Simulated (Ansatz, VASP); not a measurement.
MgO in VASP and in Ansatz

```
CELL_PARAMETERS angstrom
3.59170 0.00000 0.00000
-1.79585 3.11050 0.00000
0.00000 0.00000 4.11220
ATOMIC_POSITIONS crystal
Mg 0.66667 0.33333 0.75000
Mg 0.33333 0.66667 0.25000
O 0.66667 0.33333 0.25000
O 0.33333 0.66667 0.75000
```

Alike in both runs: task single point; functional PBE; k mesh 9 × 9 × 6; occupations gaussian, width 0.05 eV; no spin polarisation.

|  | VASP | Ansatz |
| --- | --- | --- |
| version | VASP 6.6.1 | Ansatz 0.2.0 |
| potentials or method | VASP PAW PBE potentials, release 64 (Mg, O), cutoff 520 eV | scalar-relativistic, plane waves, PAW |
| valence electrons in the cell | 16 | 32 |

|  | VASP | Ansatz | Ansatz less VASP |
| --- | --- | --- | --- |
| gap on the k mesh at the Fermi level (eV) | 3.29 | 3.31 | +0.020 |
| least direct gap on the mesh (eV) | 3.29 | 3.31 | +0.020 |
| pressure (GPa) | -0.8 | -0.3 | +0.58 |
| traceless stress, the component that is largest in VASP (GPa) | 5.28 | 5.35 | +0.070 |

The functional is the same, so the differences come from potentials, cutoffs and numerics. VASP's potentials hold 16 valence electrons a cell and Ansatz's 32, so a difference there can come from the potentials and not from the codes.
